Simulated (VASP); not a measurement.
# GaP: single point with PBE

GaP:

```
Ga P
1.0
     2.87642    2.87642    0.00000
    -2.87642    2.87642    0.00000
     0.00000    0.00000    5.29360
Ga P
2 2
Direct
  0.00000 0.00000 0.00000
  0.50000 0.50000 0.50000
  0.50000 0.00000 0.75000
  0.00000 0.50000 0.25000
```

This cell differs from its parent crystal: biaxial strain in the a-b plane: +4.5 %, then relaxed in part.

| Property | Result |
| --- | --- |
| Program | VASP 6.6.1 |
| Task | single point |
| Functional | PBE |
| Potentials or basis | VASP PAW PBE potentials, release 64 (Ga_d, P) |
| Cutoff | 520 eV |
| k mesh | 8 × 8 × 6 |
| Occupations | gaussian, width 0.02 eV |
| Spin | no spin polarisation |
| Dipole correction | no |
| Further INCAR settings | ALGO = Normal; EDIFF = 1e-07; NBANDS = 26 |

The pressure is -3.4 GPa. The band gap on the k mesh is 0.88 eV.

Stress tensor (GPa, compression positive):
```
-5.10  0.00  0.00
 0.00 -5.10  0.00
 0.00  0.00  0.03
```

Levels at points of the mesh, in eV from the valence-band top:
| k point | band 15 | band 16 | band 17 | band 18 | band 19 | band 20 | band 21 | band 22 |
| --- | --- | --- | --- | --- | --- | --- | --- | --- |
| (0.00, 0.00, 0.00) | -3.00 | -0.38 | -0.38 | 0.00 | 0.88 | 1.13 | 1.25 | 3.56 |
| (0.50, 0.00, 0.00) | -3.03 | -3.03 | -1.65 | -1.65 | 2.37 | 2.37 | 5.40 | 5.40 |
| (0.50, 0.50, 0.00) | -2.49 | -2.49 | -2.44 | -2.44 | 1.74 | 1.74 | 1.89 | 1.89 |
| (0.00, 0.00, 0.50) | -2.00 | -2.00 | -2.00 | -2.00 | 1.55 | 1.55 | 3.36 | 3.36 |
| (0.50, 0.00, 0.50) | -1.55 | -1.55 | -0.97 | -0.97 | 1.07 | 1.07 | 4.21 | 4.21 |
| (0.50, 0.50, 0.50) | -3.46 | -3.46 | -3.31 | -3.31 | 4.75 | 4.75 | 4.91 | 4.91 |

Wall time 100 s on 1 thread of Intel Xeon 6455B (shared host), peak memory 0.25 GiB.

Caveat: the cell differs from its parent crystal (biaxial strain in the a-b plane: +4.5 %, then relaxed in part); the cell stands under tension. A k mesh can miss the band edges.
